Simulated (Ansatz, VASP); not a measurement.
**LiTi2Ga4: VASP beside Ansatz**

File INCAR:

```
SYSTEM = LiTi2Ga4
  PREC = Accurate
  ENCUT = 600
  EDIFF = 1E-6
  ISMEAR = 1
  SIGMA = 0.01
  LREAL = .FALSE.
  LASPH = .TRUE.
  NELM = 60
  ALGO = Normal
  ISIF = 3
  LWAVE = .FALSE.
  LCHARG = .FALSE.
  GGA = PE
  IBRION = 2
  NSW = 60
  EDIFFG = -0.01
```

Contents of KPOINTS:

```
regular mesh
0
G
  4 4 4
  0 0 0
```

The input POSCAR:

```
LiTi2Ga4
1.0
   -3.2629850000      3.2629850000      2.6660020000
    3.2629850000     -3.2629850000      2.6660020000
    3.2629850000      3.2629850000     -2.6660020000
Li Ga Ti
1 4 2
Direct
    0.0000000000      0.0000000000      0.0000000000
    0.3030000000      0.3030000000      0.6060000000
    0.3030000000      0.6970000000      0.0000000000
    0.6970000000      0.6970000000      0.3940000000
    0.6970000000      0.3030000000      0.0000000000
    0.7500000000      0.2500000000      0.5000000000
    0.2500000000      0.7500000000      0.5000000000
```

Input for Ansatz:

```yaml
crystal:
  lattice:
    - [-3.262985, 3.262985, 2.666002]
    - [3.262985, -3.262985, 2.666002]
    - [3.262985, 3.262985, -2.666002]
  atoms:
    - { symbol: Li, position: [0.0, 0.0, 0.0] }
    - { symbol: Ga, position: [0.303, 0.303, 0.606] }
    - { symbol: Ga, position: [0.303, 0.697, 0.0] }
    - { symbol: Ga, position: [0.697, 0.697, 0.394] }
    - { symbol: Ga, position: [0.697, 0.303, 0.0] }
    - { symbol: Ti, position: [0.75, 0.25, 0.5] }
    - { symbol: Ti, position: [0.25, 0.75, 0.5] }
  symmetry: { tolerance: 0.0003 }
kpoints:
  mp_grid: { grid: [4, 4, 4], shift: [0, 0, 0] }
magnetization:
  spin_polarized: false
scf:
  occupations: { method: cold, width: 0.01 }
hamiltonian:
  pseudopotentials: { kind: paw }
  xc: pbe
basis:
  ecutwfc: 420
output:
  forces: true
  stress: true
  eigenvalues: true
  write_density: true
  write_potential: true
  elf: true
  volumetric_format: npy
relax:
  max_steps: 40
  cell: {}
```

Alike in both runs: task relaxation of cell and atoms; functional PBE; k mesh 4 × 4 × 4; no spin polarisation.

```csv
,VASP,Ansatz
version,VASP 6.6.1,Ansatz 0.2.0
potentials or method,"VASP PAW PBE potentials, release 64 (Li_sv, Ga_d, Ti_sv), cutoff 600 eV",PAW plane waves
occupations,"methfessel-paxton of order 1, width 0.01 eV","cold, width 0.01 eV"
valence electrons in the cell,79,79
```

|  | VASP | Ansatz | Ansatz less VASP |
| --- | --- | --- | --- |
| gap on the k mesh at the Fermi level, each at its own relaxed structure (eV) | none | none | - |
| relaxed volume (Å³/atom) | 17.04 | 17.03 | -0.014 |
| relaxed cell length with the largest relative difference (Å) | 5.442 | 5.440 | -0.0018 |

A gap of «none» marks a metal or a gap that the smearing closes.

The k mesh is coarse, so the values compare programs but aren't converged. Noted on VASP's run: the cutoff is short for stress, so the pressure is rough.
